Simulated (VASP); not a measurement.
# KCl (P-1) in VASP: a series of runs

KCl is run at these levels: PBEsol; tasks: single point.

Everything below comes from runs of VASP 6.6.1. Logs are shortened: lines on timing, memory, paths and dates and some standing lists are left out, and cuts for length are marked.

## Step 1: The cell of the first run

The typed cell holds 4 atoms: a = 4.570 Å, b = 4.570 Å, c = 8.005 Å, α = 69.92°, β = 69.92°, γ = 57.74°.

## Step 2: Single point, PBEsol (atoms displaced along a vibrational mode, the cell strained)

The input, INCAR:

```
SYSTEM = KCl
  PREC = Accurate
  ENCUT = 520
  EDIFF = 1E-6
  ISMEAR = 0
  SIGMA = 0.05
  LREAL = .False.
  LASPH = .True.
  NELM = 80
  ALGO = Normal
  ISIF = 2
  LWAVE = .False.
  LCHARG = .False.
  GGA = PS
  NBANDS = 24
```

The input, KPOINTS:

```
Automatic mesh
0
Gamma
  6 6 6
  0 0 0
```

The input, POSCAR:

```
KCl
1.0
    0.0000000000     -3.1207041401     -3.3391534299
   -3.1207041401      0.0000000000     -3.3391534299
    3.1207041401      3.1207041401     -6.6783068599
K Cl
2 2
Direct
    0.5000000000      0.5000000000      0.5000000000
    0.0000000000      1.0000000000      0.0000000000
    0.7829885571      0.7648586181      0.7500000000
    0.2170114429      0.2351413819      0.2500000000
```

Potentials or basis: VASP PAW PBE potentials, release 64 (K_sv, Cl).

Command:

```bash
$ cat potpaw_PBE.64/K_sv/POTCAR potpaw_PBE.64/Cl/POTCAR > POTCAR
$ mpirun -np 1 vasp_std > vasp.out
```

OUTCAR:

```text
SYSTEM = KCl
   PREC = Accurate
   ENCUT = 520
   EDIFF = 1E-6
   ISMEAR = 0
   LREAL = .False.
   LASPH = .True.
   NELM = 80
   ISIF = 2
   GGA = PS

 ion  position               nearest neighbor table
   1  0.500  0.500  0.500-   4 3.02   3 3.02   3 3.08   4 3.08
   2  0.000  0.000  0.000-   3 3.17   4 3.17   4 3.18   3 3.18   3 3.23   4 3.23
   3  0.783  0.765  0.750-   1 3.02   1 3.08   2 3.17   2 3.18   2 3.23
   4  0.217  0.235  0.250-   1 3.02   1 3.08   2 3.17   2 3.18   2 3.23

  LATTYP: Found a base centered monoclinic cell.
 ALAT       =     8.0048342377
 B/A-ratio  =     0.5513346046
 C/A-ratio  =     1.0000000000
 COS(beta)  =    -0.3920603076

  Lattice vectors:

 A1 = (   0.0000000000,   3.1207041401,   3.3391534299)
 A2 = (   3.1207041401,   0.0000000000,   3.3391534299)
 A3 = (   3.1207041401,   3.1207041401,  -6.6783068599)

Analysis of symmetry for initial positions (statically):
=====================================================================
 Subroutine PRICEL returns:
 Original cell was already a primitive cell.

 Routine SETGRP: Setting up the symmetry group for a
 base centered monoclinic supercell.

 Subroutine GETGRP returns: Found  2 space group operations
 (whereof  2 operations were pure point group operations)
 out of a pool of  4 trial point group operations.

The static configuration has the point symmetry S_2 .

Analysis of symmetry for dynamics (positions and initial velocities):
=====================================================================
 Subroutine PRICEL returns:
 Original cell was already a primitive cell.

 Routine SETGRP: Setting up the symmetry group for a
 base centered monoclinic supercell.

 Subroutine GETGRP returns: Found  2 space group operations
 (whereof  2 operations were pure point group operations)
 out of a pool of  4 trial point group operations.

The dynamic configuration has the point symmetry S_2 .

 Subroutine INISYM returns: Found  2 space group operations
 (whereof  2 operations are pure point group operations),
 and found     1 'primitive' translations

----------------------------------------------------------------------------------------

                                     Primitive cell

  volume of cell :     130.0773

  direct lattice vectors                    reciprocal lattice vectors
     0.000000000 -3.120704140 -3.339153430     0.080110125 -0.240330376 -0.074869276
    -3.120704140  0.000000000 -3.339153430    -0.240330376  0.080110125 -0.074869276
     3.120704140  3.120704140 -6.678306860     0.080110125  0.080110125 -0.074869276

  length of vectors
     4.570420107  4.570420107  8.004834238     0.264162318  0.264162318  0.135796439

  position of ions in fractional coordinates (direct lattice)
     0.500000000  0.500000000  0.500000000
     0.000000000  0.000000000  0.000000000
     0.782988557  0.764858618  0.750000000
     0.217011443  0.235141382  0.250000000

  ion indices of the primitive-cell ions
   primitive index   ion index
                 1           1
                 2           2
                 3           3
                 4           4

----------------------------------------------------------------------------------------

 KPOINTS: Automatic mesh

Automatic generation of k-mesh.
 Grid dimensions read from file:
 generate k-points for:    6    6    6

 Generating k-lattice:

  Cartesian coordinates                     Fractional coordinates (reciprocal lattice)
     0.013351688 -0.040055063 -0.012478213     0.166666667 -0.000000000 -0.000000000
    -0.040055063  0.013351688 -0.012478213    -0.000000000  0.166666667 -0.000000000
     0.013351688  0.013351688 -0.012478213    -0.000000000 -0.000000000  0.166666667

  Length of vectors
     0.044027053  0.044027053  0.022632740

  Shift w.r.t. Gamma in fractional coordinates (k-lattice)
     0.000000000  0.000000000  0.000000000

 Subroutine IBZKPT returns following result:
 ===========================================

 Found    112 irreducible k-points:

 Following reciprocal coordinates:
            Coordinates               Weight
  0.000000  0.000000  0.000000      1.000000
  0.166667  0.000000 -0.000000      2.000000
 -0.000000 -0.166667  0.000000      2.000000
  0.333333  0.000000 -0.000000      2.000000
 -0.000000 -0.333333  0.000000      2.000000
  0.500000  0.000000  0.000000      1.000000
[... 16 lines left out ...]
 -0.000000 -0.166667 -0.166667      2.000000
  0.333333  0.000000  0.166667      2.000000
 [... further k-points ...]
   k-points           NKPTS =    112   k-points in BZ     NKDIM =    112   number of bands    NBANDS=     24
   number of dos      NEDOS =    301   number of ions     NIONS =      4
   total plane-waves  NPLWV =  77760
   dimension x,y,z NGX =    36 NGY =   36 NGZ =   60
   dimension x,y,z NGXF=    72 NGYF=   72 NGZF=  120
   ions per type =               2   2
   NGX,Y,Z   is equivalent  to a cutoff of  13.09, 13.09, 12.46 a.u.
   NGXF,Y,Z  is equivalent  to a cutoff of  26.19, 26.19, 24.92 a.u.
 SYSTEM =  KCl
   PREC   = accura    normal or accurate (medium, high low for compatibility)
   ISTART =      0    job   : 0-new  1-cont  2-samecut
   ICHARG =      2    charge: 1-file 2-atom 10-const
   ISPIN  =      1    spin polarized calculation?
   LNONCOLLINEAR =      F non collinear calculations
   LSORBIT =      F    spin-orbit coupling
   LASPH  =      T    aspherical Exc in radial PAW
   ENCUT  =  520.0 eV  38.22 Ry    6.18 a.u.   8.50  8.50 14.88*2*pi/ulx,y,z
   NELM   =     80;   NELMIN=  2; NELMDL= -5     # of ELM steps
   EDIFF  = 0.1E-05   stopping-criterion for ELM
   LREAL  =      F    real-space projection
   EDIFFG = 0.1E-04   stopping-criterion for IOM
   NSW    =      0    number of steps for IOM
   IBRION =     -1    ionic relax: 0-MD 1-quasi-New 2-CG
   NFREE  =      0    steps in history (QN), initial steepest desc. (CG)
   ISIF   =      2    stress and relaxation
   ISYM   =      2    0-nonsym 1-usesym 2-fastsym
   POTIM  = 0.5000    time-step for ionic-motion
   TEBEG  =    0.0;   TEEND  =   0.0 temperature during run
   PSTRESS=    0.0 pullay stress
   NELECT =      32.0000    total number of electrons
   NUPDOWN=      -1.0000    fix difference up-down
   EMIN   =  10.00;   EMAX   =-10.00  energy-range for DOS
   EFERMI =   0.00;   METHOD = LEGACY
   ISMEAR =     0;   SIGMA  =   0.05  broadening in eV -4-tet -1-fermi 0-gaus
   EFERMI_NEDOS =   21; number of points for ismear=-14 and -15
   IALGO  =     38    algorithm
   IMIX   =      4    mixing-type and parameters
     AMIX     =   0.40;   BMIX     =  1.00
     AMIX_MAG =   1.60;   BMIX_MAG =  1.00
  volume/ion in A,a.u.               =      32.52       219.45
  Fermi-wavevector in a.u.,A,eV,Ry     =   1.025788  1.938458 14.316610  1.052241
  Thomas-Fermi vector in A             =   2.159647
   LORBIT       =      0    0 simple, 1 ext, 2 COOP (PROOUT), +10 PAW based schemes
   GGA     = PS    functional components
   LHFCALC =     F    Hartree Fock is set to
   AEXX    =    0.0000 exact exchange contribution
   IVDW    =     0    specifies the selected vdW correction
   LEPSILON=     F    determine dielectric tensor
   LRPA    =     F    only Hartree local field effects (RPA)
 non-spin polarized calculation
 Gauss-broadening in eV      SIGMA  =   0.05
  energy-cutoff  :      520.00
  volume of cell :      130.08
 maximum number of plane-waves:      3525
 NGX is ok and might be reduce to    36
   NGX = 17   NGY = 17   NGZ = 29

 number of electron      31.9999998 magnetization

 Free energy of the ion-electron system (eV)
  ---------------------------------------------------
  ext. energy  EPLUGINS =         0.00000000
  ---------------------------------------------------
  free energy    TOTEN  =       -13.95966594 eV

  energy without entropy =      -13.95966594  energy(sigma->0) =      -13.95966594

 E-fermi :  -1.7520     XC(G=0):  -7.5210

 val. band max:       -2.0390851770   @ k =   0.0000   0.0000   0.0000
 cond. band min:       2.8074644939   @ k =   0.0000   0.0000   0.0000
 fundamental gap:      4.8465496709
 Fermi energy:        -1.7520063797

 k-point     1 :       0.0000    0.0000    0.0000
  band No.  band energies     occupation
      1     -29.2229      2.00000
      2     -29.1652      2.00000
      3     -14.3077      2.00000
      4     -14.1177      2.00000
      5     -12.7587      2.00000
      6     -12.7563      2.00000
[... 16 lines left out ...]
     23       7.1621      0.00000
     24       7.2456      0.00000

 k-point     2 :       0.1667    0.0000   -0.0000
  band No.  band energies     occupation
      1     -29.2212      2.00000
      2     -29.1636      2.00000
      3     -14.2494      2.00000
      4     -14.1684      2.00000
      5     -12.7772      2.00000
      6     -12.7619      2.00000
[... 16 lines left out ...]
     23       7.2842      0.00000
     24       7.6156      0.00000

 k-point     3 :      -0.0000   -0.1667    0.0000
  band No.  band energies     occupation
      1     -29.2212      2.00000
      2     -29.1637      2.00000
      3     -14.2488      2.00000
      4     -14.1695      2.00000
      5     -12.7726      2.00000
      6     -12.7639      2.00000
[... 16 lines left out ...]
     23       7.3099      0.00000
     24       7.6341      0.00000

 k-point     4 :       0.3333    0.0000   -0.0000
  band No.  band energies     occupation
      1     -29.2180      2.00000
      2     -29.1605      2.00000
      3     -14.2261      2.00000
      4     -14.1544      2.00000
      5     -12.8301      2.00000
      6     -12.7731      2.00000
[... 16 lines left out ...]
     23       7.7128      0.00000
     24       7.8065      0.00000

 k-point     5 :      -0.0000   -0.3333    0.0000
  band No.  band energies     occupation
      1     -29.2180      2.00000
      2     -29.1605      2.00000
      3     -14.2227      2.00000
      4     -14.1596      2.00000
      5     -12.8254      2.00000
      6     -12.7768      2.00000
[... 16 lines left out ...]
     23       7.6619      0.00000
     24       7.8339      0.00000

 k-point     6 :       0.5000    0.0000    0.0000
  band No.  band energies     occupation
      1     -29.2164      2.00000
      2     -29.1589      2.00000
      3     -14.2143      2.00000
      4     -14.1501      2.00000
      5     -12.8125      2.00000
      6     -12.7785      2.00000
[... 16 lines left out ...]
     23       8.2125      0.00000
     24       8.4218      0.00000
[... 379 lines left out ...]
 k-point    21 :       0.0000    0.0000    0.1667
  band No.  band energies     occupation
      1     -29.2228      2.00000
      2     -29.1653      2.00000
      3     -14.2968      2.00000
      4     -14.1321      2.00000
      5     -12.7584      2.00000
      6     -12.7554      2.00000
[... 16 lines left out ...]
     23       7.2181      0.00000
     24       7.3128      0.00000

 k-point    22 :       0.1667    0.0000    0.1667
  band No.  band energies     occupation
      1     -29.2212      2.00000
      2     -29.1636      2.00000
      3     -14.2507      2.00000
      4     -14.1676      2.00000
      5     -12.7699      2.00000
      6     -12.7638      2.00000
[... 16 lines left out ...]
     23       7.3735      0.00000
     24       7.5330      0.00000

 k-point    23 :      -0.0000   -0.1667   -0.1667
  band No.  band energies     occupation
      1     -29.2212      2.00000
      2     -29.1637      2.00000
      3     -14.2460      2.00000
      4     -14.1735      2.00000
      5     -12.7698      2.00000
      6     -12.7628      2.00000
[... 16 lines left out ...]
     23       7.3766      0.00000
     24       7.5514      0.00000

 k-point    24 :       0.3333    0.0000    0.1667
  band No.  band energies     occupation
      1     -29.2181      2.00000
      2     -29.1604      2.00000
      3     -14.2567      2.00000
      4     -14.1194      2.00000
      5     -12.8357      2.00000
      6     -12.7770      2.00000
[... 16 lines left out ...]
     23       7.6426      0.00000
     24       7.8655      0.00000

 [... further k-points ...]
[... 5 lines left out ...]
  --------------------------------------------------------------------------------------
  -------------------------------------------------------------------------------------
  Total       -0.2462076     -0.0709766     -1.2323352     -0.0127283     -0.0685277     -0.0407009
  in kB       -3.0325669     -0.8742274    -15.1788158     -0.1567760     -0.8440630     -0.5013171
  external PRESSURE =      -6.3618700 kB  Pullay stress =       0.0000000 kB

 VOLUME and BASIS-vectors are now :
 -----------------------------------------------------------------------------
  energy-cutoff  :      520.00
  volume of cell :      130.08
      direct lattice vectors                 reciprocal lattice vectors
     0.000000000 -3.120704140 -3.339153430     0.080110125 -0.240330376 -0.074869276
    -3.120704140  0.000000000 -3.339153430    -0.240330376  0.080110125 -0.074869276
     3.120704140  3.120704140 -6.678306860     0.080110125  0.080110125 -0.074869276

 POSITION                                       TOTAL-FORCE (eV/Angst)
 -----------------------------------------------------------------------------------
      0.00000      0.00000     -6.67831         0.000000      0.000000      0.000000
      0.00000      0.00000      0.00000        -0.000000      0.000000      0.000000
     -0.04637     -0.10295    -10.17723         0.077349      0.169917      0.078331
      0.04637      0.10295     -3.17938        -0.077349     -0.169917     -0.078331
 -----------------------------------------------------------------------------------
    total drift:                               -0.000000      0.000000      0.000000

  FREE ENERGIE OF THE ION-ELECTRON SYSTEM (eV)
  ---------------------------------------------------
  free  energy   TOTEN  =       -13.9596659352 eV

  energy  without entropy=      -13.9596659352  energy(sigma->0) =      -13.95966594
```

Wall time 9.7 min (1 thread of Intel Xeon 8259CL, shared host); peak memory 0.45 GiB.

What came out:

| Quantity | Value |
| --- | --- |
| Free energy | -13.9597 eV |
| Pressure | -0.6 GPa |
| Largest force | 0.202 eV/Å |
| Band gap on the k mesh | 4.85 eV |

Forces on the atoms (eV/Å):
```
K    0.000  0.000  0.000
K    0.000  0.000  0.000
Cl   0.077  0.170  0.078
Cl  -0.077 -0.170 -0.078
```

Levels at points of the mesh, in eV from the valence-band top:
```csv
k point,band 12,band 13,band 14,band 15,band 16,band 17,band 18,band 19,band 20,band 21
"(0.00, 0.00, 0.00)",-0.34,-0.33,-0.05,-0.01,0.00,4.85,7.29,7.93,8.14,8.38
"(0.50, 0.00, 0.00)",-0.73,-0.46,-0.34,-0.31,-0.28,7.13,7.21,7.89,7.93,9.62
"(0.00, 0.50, 0.00)",-0.74,-0.43,-0.37,-0.30,-0.28,7.16,7.18,7.86,7.93,9.74
"(0.50, 0.50, 0.00)",-0.71,-0.36,-0.34,-0.20,-0.19,6.47,7.31,7.96,8.34,9.26
"(0.00, 0.00, 0.50)",-0.58,-0.20,-0.19,-0.17,-0.16,6.00,6.09,7.96,8.00,8.77
"(0.50, 0.00, 0.50)",-0.64,-0.35,-0.33,-0.28,-0.25,6.42,7.28,7.98,8.30,9.67
"(0.00, 0.50, 0.50)",-0.65,-0.35,-0.32,-0.27,-0.25,6.43,7.27,7.97,8.25,9.71
"(0.50, 0.50, 0.50)",-0.73,-0.52,-0.31,-0.29,-0.22,7.16,7.37,7.92,7.99,9.28
```

Caveat: the cell differs from its parent crystal (atoms displaced along a vibrational mode, the cell strained); the PAW data sets were made with another functional, which shifts forces and pressure a little. A k mesh can miss the band edges.

(Part 1 of 2 ends here.)
